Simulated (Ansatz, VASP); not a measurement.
## Bi in VASP and in Ansatz

```
Bi
1.0
     3.39005    0.00000    0.00000
    -1.69503    2.93587    0.00000
     0.00000    0.00000    3.22466
Bi
1
Direct
  0.00000 0.00000 0.00000
```

Change from the starting cell: volume scaled by 0.95, LAPW.

Alike in both runs: task single point; functional PBE; k mesh 14 × 14 × 13; occupations fermi-dirac, width 0.1 eV; no spin polarisation.

|  | VASP | Ansatz |
| --- | --- | --- |
| version | VASP 6.6.1 | Ansatz 0.2.0 |
| potentials or method | VASP PAW PBE potentials, release 64 (Bi_d), cutoff 520 eV | all-electron LAPW, scalar-relativistic |

|  | VASP | Ansatz | Ansatz less VASP |
| --- | --- | --- | --- |
| pressure (GPa) | 2.7 | 2.8 | +0.11 |

Ansatz ran all-electron here, and VASP with PAW potentials.

Neither program's run includes spin-orbit coupling.
